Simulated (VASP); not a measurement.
# BN (BN (P6_3/mmc)) in VASP: a series of runs

The runs below take BN (BN (P6_3/mmc)) through single point, with LDA, PBE.

Program: VASP 6.6.1. These are calculated values, not measurements. Logs are shortened: lines on timing, memory, paths and dates and some standing lists are left out, and cuts for length are marked.

### 1 The cell of the first run

Symmetry: P6_3/mmc, No. 194, hexagonal system. The conventional cell has a = 2.488 Å, b = 2.488 Å, c = 6.495 Å, α = 90.00°, β = 90.00°, γ = 120.00°. B (site symmetry -6m2) has 3 N at 1.44 Å within 1.9 Å. Within 1.9 Å of N (site symmetry -6m2) lie 3 B at 1.44 Å.

### 2 Single point, LDA

INCAR reads:

```
SYSTEM = BN
PREC = Accurate
ENCUT = 520
EDIFF = 1E-6
ISMEAR = 0
SIGMA = 0.01
LREAL = .FALSE.
LASPH = .TRUE.
NELM = 60
ALGO = Normal
ISIF = 2
LWAVE = .FALSE.
LCHARG = .FALSE.
GGA = CA
NBANDS = 16
```

KPOINTS reads:

```
regular mesh
0
G
  13 13 4
  0 0 0
```

POSCAR reads:

```
BN
1.0
    2.4883437615      0.0000000000      0.0000000000
   -1.2441718807      2.1549689108      0.0000000000
    0.0000000000      0.0000000000      6.4954828762
B N
2 2
Direct
    0.3333333333      0.6666666667      0.2500000000
    0.6666666667      0.3333333333      0.7500000000
    0.3333333333      0.6666666667      0.7500000000
    0.6666666667      0.3333333333      0.2500000000
```

Potentials or basis: VASP PAW LDA potentials, release 64 (B, N).

Run with:

```
> cat potpaw_LDA.64/B/POTCAR potpaw_LDA.64/N/POTCAR > POTCAR
> mpirun -np 1 vasp_std > vasp.out
```

OUTCAR:

```text
SYSTEM = BN
   PREC = Accurate
   ENCUT = 520
   EDIFF = 1E-6
   ISMEAR = 0
   LREAL = .FALSE.
   LASPH = .TRUE.
   NELM = 60
   ISIF = 2
   GGA = CA

 ion  position               nearest neighbor table
   1  0.333  0.667  0.250-   4 1.44   4 1.44   4 1.44
   2  0.667  0.333  0.750-   3 1.44   3 1.44   3 1.44
   3  0.333  0.667  0.750-   2 1.44   2 1.44   2 1.44
   4  0.667  0.333  0.250-   1 1.44   1 1.44   1 1.44

  LATTYP: Found a hexagonal cell.
 ALAT       =     2.4883437615
 C/A-ratio  =     2.6103639604

  Lattice vectors:

 A1 = (   2.4883437615,   0.0000000000,   0.0000000000)
 A2 = (  -1.2441718807,   2.1549689108,   0.0000000000)
 A3 = (   0.0000000000,   0.0000000000,   6.4954828762)

Analysis of symmetry for initial positions (statically):
=====================================================================
 Subroutine PRICEL returns:
 Original cell was already a primitive cell.

 Routine SETGRP: Setting up the symmetry group for a
 hexagonal supercell.

 Subroutine GETGRP returns: Found 24 space group operations
 (whereof 12 operations were pure point group operations)
 out of a pool of 24 trial point group operations.

The static configuration has the point symmetry D_3d.
 The point group associated with its full space group is D_6h.

Analysis of symmetry for dynamics (positions and initial velocities):
=====================================================================
 Subroutine PRICEL returns:
 Original cell was already a primitive cell.

 Routine SETGRP: Setting up the symmetry group for a
 hexagonal supercell.

 Subroutine GETGRP returns: Found 24 space group operations
 (whereof 12 operations were pure point group operations)
 out of a pool of 24 trial point group operations.

The dynamic configuration has the point symmetry D_3d.
 The point group associated with its full space group is D_6h.

 Subroutine INISYM returns: Found 24 space group operations
 (whereof 12 operations are pure point group operations),
 and found     1 'primitive' translations

----------------------------------------------------------------------------------------

                                     Primitive cell

  volume of cell :      34.8308

  direct lattice vectors                    reciprocal lattice vectors
     2.488343761  0.000000000  0.000000000     0.401873734  0.232021909  0.000000000
    -1.244171881  2.154968911  0.000000000     0.000000000  0.464043818  0.000000000
     0.000000000  0.000000000  6.495482876     0.000000000  0.000000000  0.153953142

  length of vectors
     2.488343761  2.488343761  6.495482876     0.464043818  0.464043818  0.153953142

  position of ions in fractional coordinates (direct lattice)
     0.333333333  0.666666667  0.250000000
     0.666666667  0.333333333  0.750000000
     0.333333333  0.666666667  0.750000000
     0.666666667  0.333333333  0.250000000

  ion indices of the primitive-cell ions
   primitive index   ion index
                 1           1
                 2           2
                 3           3
                 4           4

----------------------------------------------------------------------------------------

 KPOINTS: regular mesh

Automatic generation of k-mesh.
 Grid dimensions read from file:
 generate k-points for:   13   13    4

 Generating k-lattice:

  Cartesian coordinates                     Fractional coordinates (reciprocal lattice)
     0.030913364  0.017847839  0.000000000     0.076923077  0.000000000  0.000000000
     0.000000000  0.035695678  0.000000000     0.000000000  0.076923077  0.000000000
     0.000000000  0.000000000  0.038488286     0.000000000  0.000000000  0.250000000

  Length of vectors
     0.035695678  0.035695678  0.038488286

  Shift w.r.t. Gamma in fractional coordinates (k-lattice)
     0.000000000  0.000000000  0.000000000

 Subroutine IBZKPT returns following result:
 ===========================================

 Found     63 irreducible k-points:

 Following reciprocal coordinates:
            Coordinates               Weight
  0.000000  0.000000  0.000000      1.000000
  0.076923  0.000000  0.000000      6.000000
  0.153846  0.000000  0.000000      6.000000
  0.230769  0.000000  0.000000      6.000000
  0.307692  0.000000  0.000000      6.000000
  0.384615  0.000000  0.000000      6.000000
[... 16 lines left out ...]
  0.076923  0.000000  0.250000     12.000000
  0.153846  0.000000  0.250000     12.000000
 [... further k-points ...]
   k-points           NKPTS =     63   k-points in BZ     NKDIM =     63   number of bands    NBANDS=     16
   number of dos      NEDOS =    301   number of ions     NIONS =      4
   total plane-waves  NPLWV =  19200
   dimension x,y,z NGX =    20 NGY =   20 NGZ =   48
   dimension x,y,z NGXF=    40 NGYF=   40 NGZF=   96
   ions per type =               2   2
   NGX,Y,Z   is equivalent  to a cutoff of  13.36, 13.36, 12.29 a.u.
   NGXF,Y,Z  is equivalent  to a cutoff of  26.72, 26.72, 24.57 a.u.
 SYSTEM =  BN
   PREC   = accura    normal or accurate (medium, high low for compatibility)
   ISTART =      0    job   : 0-new  1-cont  2-samecut
   ICHARG =      2    charge: 1-file 2-atom 10-const
   ISPIN  =      1    spin polarized calculation?
   LNONCOLLINEAR =      F non collinear calculations
   LSORBIT =      F    spin-orbit coupling
   LASPH  =      T    aspherical Exc in radial PAW
   ENCUT  =  520.0 eV  38.22 Ry    6.18 a.u.   4.63  4.63 12.08*2*pi/ulx,y,z
   NELM   =     60;   NELMIN=  2; NELMDL= -5     # of ELM steps
   EDIFF  = 0.1E-05   stopping-criterion for ELM
   LREAL  =      F    real-space projection
   EDIFFG = 0.1E-04   stopping-criterion for IOM
   NSW    =      0    number of steps for IOM
   IBRION =     -1    ionic relax: 0-MD 1-quasi-New 2-CG
   NFREE  =      0    steps in history (QN), initial steepest desc. (CG)
   ISIF   =      2    stress and relaxation
   ISYM   =      2    0-nonsym 1-usesym 2-fastsym
   POTIM  = 0.5000    time-step for ionic-motion
   TEBEG  =    0.0;   TEEND  =   0.0 temperature during run
   PSTRESS=    0.0 pullay stress
   NELECT =      16.0000    total number of electrons
   NUPDOWN=      -1.0000    fix difference up-down
   EMIN   =  10.00;   EMAX   =-10.00  energy-range for DOS
   EFERMI =   0.00;   METHOD = LEGACY
   ISMEAR =     0;   SIGMA  =   0.01  broadening in eV -4-tet -1-fermi 0-gaus
   EFERMI_NEDOS =   21; number of points for ismear=-14 and -15
   IALGO  =     38    algorithm
   IMIX   =      4    mixing-type and parameters
     AMIX     =   0.40;   BMIX     =  1.00
     AMIX_MAG =   1.60;   BMIX_MAG =  1.00
  volume/ion in A,a.u.               =       8.71        58.76
  Fermi-wavevector in a.u.,A,eV,Ry     =   1.263166  2.387038 21.709310  1.595589
  Thomas-Fermi vector in A             =   2.396537
   LORBIT       =      0    0 simple, 1 ext, 2 COOP (PROOUT), +10 PAW based schemes
   GGA     = CA    functional components
   LHFCALC =     F    Hartree Fock is set to
   AEXX    =    0.0000 exact exchange contribution
   IVDW    =     0    specifies the selected vdW correction
   LEPSILON=     F    determine dielectric tensor
   LRPA    =     F    only Hartree local field effects (RPA)
 non-spin polarized calculation
 Gauss-broadening in eV      SIGMA  =   0.01
  energy-cutoff  :      520.00
  volume of cell :       34.83
 maximum number of plane-waves:       961
 NGX is ok and might be reduce to    20
   NGX =  9   NGY =  9   NGZ = 25

 number of electron      16.0000002 magnetization

 Free energy of the ion-electron system (eV)
  ---------------------------------------------------
  ext. energy  EPLUGINS =         0.00000000
  ---------------------------------------------------
  free energy    TOTEN  =       -38.58036335 eV

  energy without entropy =      -38.58036335  energy(sigma->0) =      -38.58036335

 E-fermi :   2.5695     XC(G=0): -10.6983

 val. band max:        2.4646592080   @ k =   0.3077   0.3077   0.0000
 cond. band min:       6.5542963806   @ k =   0.4615   0.0769   0.0000
 fundamental gap:      4.0896371726
 Fermi energy:         2.5694728536

 k-point     1 :       0.0000    0.0000    0.0000
  band No.  band energies     occupation
      1     -15.3130      2.00000
      2     -14.9439      2.00000
      3      -4.1127      2.00000
      4      -1.6700      2.00000
      5       1.0937      2.00000
      6       1.0937      2.00000
[... 8 lines left out ...]
     15      15.1772      0.00000
     16      15.5056      0.00000

 k-point     2 :       0.0769    0.0000    0.0000
  band No.  band energies     occupation
      1     -15.1949      2.00000
      2     -14.8307      2.00000
      3      -3.9498      2.00000
      4      -1.5250      2.00000
      5       0.6196      2.00000
      6       0.6618      2.00000
[... 8 lines left out ...]
     15      15.0614      0.00000
     16      15.5478      0.00000

 k-point     3 :       0.1538    0.0000    0.0000
  band No.  band energies     occupation
      1     -14.8460      2.00000
      2     -14.4965      2.00000
      3      -3.4656      2.00000
      4      -1.0973      2.00000
      5      -0.6156      2.00000
      6      -0.5663      2.00000
[... 8 lines left out ...]
     15      16.0632      0.00000
     16      16.4652      0.00000

 k-point     4 :       0.2308    0.0000    0.0000
  band No.  band energies     occupation
      1     -14.2835      2.00000
      2     -13.9596      2.00000
      3      -2.6768      2.00000
      4      -2.2444      2.00000
      5      -2.1725      2.00000
      6      -0.4136      2.00000
[... 8 lines left out ...]
     15      17.9367      0.00000
     16      17.9608      0.00000
[... 324 lines left out ...]
 k-point    22 :       0.0000    0.0000    0.2500
  band No.  band energies     occupation
      1     -15.2623      2.00000
      2     -15.0018      2.00000
      3      -3.8184      2.00000
      4      -2.1206      2.00000
      5       1.1003      2.00000
      6       1.1003      2.00000
[... 8 lines left out ...]
     15      15.3007      0.00000
     16      15.4925      0.00000

 k-point    23 :       0.0769    0.0000    0.2500
  band No.  band energies     occupation
      1     -15.1450      2.00000
      2     -14.8878      2.00000
      3      -3.6577      2.00000
      4      -1.9728      2.00000
      5       0.6273      2.00000
      6       0.6588      2.00000
[... 8 lines left out ...]
     15      15.1159      0.00000
     16      15.4458      0.00000

 k-point    24 :       0.1538    0.0000    0.2500
  band No.  band energies     occupation
      1     -14.7979      2.00000
      2     -14.5511      2.00000
      3      -3.1816      2.00000
      4      -1.5437      2.00000
      5      -0.6029      2.00000
      6      -0.5567      2.00000
[... 8 lines left out ...]
     15      15.9437      0.00000
     16      16.0419      0.00000

 [... further k-points ...]
[... 5 lines left out ...]
  --------------------------------------------------------------------------------------
  -------------------------------------------------------------------------------------
  Total        0.2275413      0.2275413     -0.0446507      0.0000000     -0.0000000      0.0000000
  in kB       10.4666576     10.4666576     -2.0538839      0.0000000     -0.0000000      0.0000000
  external PRESSURE =       6.2931438 kB  Pullay stress =       0.0000000 kB

 VOLUME and BASIS-vectors are now :
 -----------------------------------------------------------------------------
  energy-cutoff  :      520.00
  volume of cell :       34.83
      direct lattice vectors                 reciprocal lattice vectors
     2.488343761  0.000000000  0.000000000     0.401873734  0.232021909  0.000000000
    -1.244171881  2.154968911  0.000000000     0.000000000  0.464043818  0.000000000
     0.000000000  0.000000000  6.495482876     0.000000000  0.000000000  0.153953142

 POSITION                                       TOTAL-FORCE (eV/Angst)
 -----------------------------------------------------------------------------------
     -0.00000      1.43665      1.62387        -0.000000      0.000000      0.000000
      1.24417      0.71832      4.87161        -0.000000      0.000000      0.000000
     -0.00000      1.43665      4.87161         0.000000      0.000000      0.000000
      1.24417      0.71832      1.62387        -0.000000     -0.000000      0.000000
 -----------------------------------------------------------------------------------
    total drift:                                0.000000     -0.000000      0.000000

  FREE ENERGIE OF THE ION-ELECTRON SYSTEM (eV)
  ---------------------------------------------------
  free  energy   TOTEN  =       -38.5803633528 eV

  energy  without entropy=      -38.5803633528  energy(sigma->0) =      -38.58036335
```

It took 11 s on 1 thread of Intel Xeon 6975P-C (Granite Rapids), shared host; peak memory 0.15 GiB.

What came out:

* Free energy: -38.5804 eV
* Pressure: 0.6 GPa
* Band gap on the k mesh: 4.09 eV, indirect (least direct gap 4.48 eV)

Stress tensor (GPa, compression positive):
```
 1.05  0.00  0.00
 0.00  1.05  0.00
 0.00  0.00 -0.21
```

Levels at points of the mesh, in eV from the valence-band top:
| k point | band 5 | band 6 | band 7 | band 8 | band 9 | band 10 | band 11 | band 12 |
| --- | --- | --- | --- | --- | --- | --- | --- | --- |
| (0.00, 0.00, 0.00) | -1.37 | -1.37 | -1.33 | -1.33 | 5.04 | 10.32 | 11.53 | 11.53 |
| (0.00, 0.00, 0.50) | -1.35 | -1.35 | -1.35 | -1.35 | 7.60 | 7.60 | 11.60 | 11.60 |

A k mesh can miss the band edges. A hybrid or GW would open this gap; LDA tends to underestimate it.

### 3 Single point, PBE

INCAR reads:

```
  PREC = Accurate
  ENCUT = 520
  EDIFF = 1E-6
  ISMEAR = -1
  SIGMA = 0.01
  LREAL = False
  LASPH = True
  NELM = 80
  ALGO = Normal
  ISIF = 2
  LWAVE = False
  LCHARG = False
  GGA = PE
  NBANDS = 16
```

KPOINTS reads:

```
Automatic mesh
0
Gamma
  13 13 4
```

POSCAR is that of step 2.

Potentials or basis: VASP PAW PBE potentials, release 64 (B, N).

Run with:

```
> cat potpaw_PBE.64/B/POTCAR potpaw_PBE.64/N/POTCAR > POTCAR
> mpirun -np 1 vasp_std > vasp.out
```

It took 13 s on 1 thread of Intel Xeon 6975P-C (Granite Rapids), shared host; peak memory 0.16 GiB.

Results (log left out):

- Free energy: -35.1154 eV
- Pressure: 8.6 GPa
- Band gap on the k mesh: 4.29 eV, indirect (least direct gap 4.67 eV)

Stress tensor (GPa, compression positive):
```
11.06  0.00  0.00
 0.00 11.06  0.00
 0.00  0.00  3.71
```

Levels at points of the mesh, in eV from the valence-band top:
```
           k point  band 5  band 6  band 7  band 8  band 9  band 10  band 11  band 12
(0.00, 0.00, 0.00)   -1.36   -1.36   -1.31   -1.31    5.36    10.60    11.65    11.65
(0.00, 0.00, 0.50)   -1.34   -1.34   -1.34   -1.34    7.87     7.87    11.72    11.72
```

Caveat: this functional lacks dispersion, which binds the layers, so the pressure and a relaxed spacing across them are unreliable.

[end of part 1 of 2]
